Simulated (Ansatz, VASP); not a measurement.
## Al: VASP beside Ansatz

```
Al
1.0
     0.00000    2.01946    2.01946
     2.01946    0.00000    2.01946
     2.01946    2.01946    0.00000
Al
1
Cartesian
  0.0000 0.0000 0.0000
```

Alike in both runs: task single point; functional PBE; k mesh 10 × 10 × 10; no spin polarisation.

```csv
,VASP,Ansatz
version,VASP 6.6.1,Ansatz 0.2.0
potentials or method,"VASP PAW PBE potentials, release 64 (Al), cutoff 500 eV","scalar-relativistic, plane waves, PAW"
occupations,"methfessel-paxton of order 1, width 0.038 eV","cold, width 0.038 eV"
valence electrons in the cell,3,3
```

|  | VASP | Ansatz | Ansatz less VASP |
| --- | --- | --- | --- |
| gap on the k mesh at the Fermi level (eV) | none | none | - |
| pressure (GPa) | -0.2 | -0.1 | +0.06 |

A gap of «none» marks a metal or a gap that the smearing closes.
